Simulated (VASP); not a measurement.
A run of VASP 6.6.1 is set up as follows.

File POSCAR:

```
InO2
1.0
    0.0000000000      2.5599664894      2.5599664894
    2.5599664894      0.0000000000      2.5599664894
    2.5599664894      2.5599664894      0.0000000000
In O
1 2
Direct
    0.0000000000      0.0000000000      0.0000000000
    0.2500000000      0.2500000000      0.2500000000
    0.7500000000      0.7500000000      0.7500000000
```

The input INCAR.step1:

```
PREC = Accurate
ENCUT = 520
ISMEAR = -1
SIGMA = 0.1
LREAL = F
LASPH = T
NELM = 60
NBANDS = 20
GGA = PE
ALGO = Normal
EDIFF = 1E-4
LWAVE = T
LCHARG = F
```

Contents of INCAR.step2:

```
PREC = Accurate
ENCUT = 520
EDIFF = 1E-6
ISMEAR = -1
SIGMA = 0.1
LREAL = F
LASPH = T
NELM = 60
ALGO = Normal
ISIF = 2
LWAVE = F
LCHARG = F
METAGGA = R2SCAN
LMIXTAU = T
NBANDS = 20
ISTART = 1
```

The input KPOINTS:

```
Automatic mesh
0
Gamma
  11 11 11
```

Potentials or basis: VASP PAW PBE potentials, release 64 (In_d, O).

Run with:

```console
$ cat potpaw_PBE.64/In_d/POTCAR potpaw_PBE.64/O/POTCAR > POTCAR
$ cp INCAR.step1 INCAR
$ mpirun -np 1 vasp_std > vasp.out
$ cp INCAR.step2 INCAR
$ mpirun -np 1 vasp_std > vasp.out
```

Problem. Predict the pressure.

Solution. 10.2 GPa.

Caveat: the PAW data sets were made with another functional, which shifts forces and pressure a little; an odd number of electrons without spin polarisation forces a metal; a magnetic or distorted state may lie lower.
